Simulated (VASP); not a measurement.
Set up this calculation in VASP 6.6.1, as the native input.

```yaml
Task: single point
Functional: LDA
Potentials_or_basis: VASP PAW LDA potentials, release 64 (Rb_sv)
Cutoff: 520 eV
k_mesh: 2 × 2 × 2, shifted
Occupations: gaussian, width 0.1 eV
Spin: no spin polarisation
Dipole_correction: no
Further_INCAR_settings: LREAL = Auto; ALGO = Normal; EDIFF = 1e-06; NBANDS = 96; ISYM = 0
```

The structure of Rb lies in POSCAR:

```
Rb
1.0
    0.0000000000      8.8130330018      8.4420579800
   -7.6323104640     -4.4065165009      8.4420579800
    7.6323104640     -4.4065165009      8.4420579800
Rb
18
Direct
    0.3055555556      0.6388888889      0.3055555556
    0.6388888889      0.6388888889      0.9722222222
    0.3055555556      0.3055555556      0.6388888889
    0.3055555556      0.9722222222      0.9722222222
    0.6388888889      0.3055555556      0.3055555556
    0.9722222222      0.6388888889      0.6388888889
    0.9722222222      0.3055555556      0.9722222222
    0.6388888889      0.9722222222      0.6388888889
    0.9722222222      0.9722222222      0.3055555556
    0.3611111111      0.6944444444      0.6944444444
    0.6944444444      0.6944444444      0.3611111111
    0.3611111111      0.3611111111      0.0277777778
    0.3611111111      0.0277777778      0.3611111111
    0.6944444444      0.3611111111      0.6944444444
    0.0277777778      0.6944444444      0.0277777778
    0.0277777778      0.3611111111      0.3611111111
    0.6944444444      0.0277777778      0.0277777778
    0.0277777778      0.0277777778      0.6944444444
```

One way to write it, as run:

INCAR

```
SYSTEM = Rb
  ALGO = Normal
  EDIFF = 1E-6
  ENCUT = 520
  GGA = CA
  ISIF = 2
  ISMEAR = 0
  ISYM = 0
  LASPH = .True.
  LCHARG = .False.
  LREAL = Auto
  LWAVE = .False.
  NBANDS = 96
  NELM = 100
  PREC = Accurate
  SIGMA = 0.1
```

KPOINTS

```
Automatic mesh
0
Gamma
  2 2 2
  0.5 0.5 0.5
```

Potentials or basis: VASP PAW LDA potentials, release 64 (Rb_sv).

Launch:

```console
$ cat potpaw_LDA.64/Rb_sv/POTCAR > POTCAR
$ mpirun -np 1 vasp_std > vasp.out
```

It gave:

* Pressure: -0.5 GPa
* Band gap on the k mesh: zero (band 81 reaches -0.19 eV, above the bottom of band 82 at -0.45 eV)

Wall time 13 min on 1 thread of Intel(R) Xeon(R) Platinum 8488C (Sapphire Rapids), with other jobs on the host, peak memory 1.2 GiB.
